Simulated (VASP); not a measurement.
A run of VASP 6.6.1 is set up as follows.

Contents of INCAR:

```
SYSTEM = GaAs
PREC = Accurate
ENCUT = 520
EDIFF = 1E-6
ISMEAR = 0
SIGMA = 0.05
LREAL = .FALSE.
LASPH = .TRUE.
NELM = 60
ALGO = Normal
ISIF = 2
LWAVE = .FALSE.
LCHARG = .TRUE.
LDIPOL = .TRUE.
IDIPOL = 3
DIPOL = 0.5 0.5 0.290
GGA = PE
LELF = .TRUE.
LVHAR = .TRUE.
LVACPOTAV = .TRUE.
NBANDS = 26
```

The input KPOINTS:

```
regular mesh
0
G
  9 9 1
  0 0 0
```

The input POSCAR:

```
GaAs
1.0
    4.0629609260      0.0000000000      0.0000000000
   -2.0314804630      3.5186273765      0.0000000000
    0.0000000000      0.0000000000     21.1715433583
As Ga
2 2
Direct
    0.0000000000      0.0000000000      0.1889328488
    0.3333333333      0.6666666667      0.3569660632
    0.3333333333      0.6666666667      0.2281056390
    0.6666666667      0.3333333333      0.3859682414
```

Potentials or basis: VASP PAW PBE potentials, release 64 (As, Ga_d).

The run is started by

```sh
$ cat potpaw_PBE.64/As/POTCAR potpaw_PBE.64/Ga_d/POTCAR > POTCAR
$ mpirun -np 1 vasp_std > vasp.out
```

Task: What does it give for the largest force?

Result: 0.493 eV/Å.

Task: What does it give for the band gap on the k mesh?

Result: Zero (filled and empty bands touch).

Forces on the atoms (eV/Å):
```
As   0.000  0.000  0.493
As   0.000  0.000 -0.034
Ga   0.000  0.000 -0.488
Ga   0.000  0.000  0.029
```
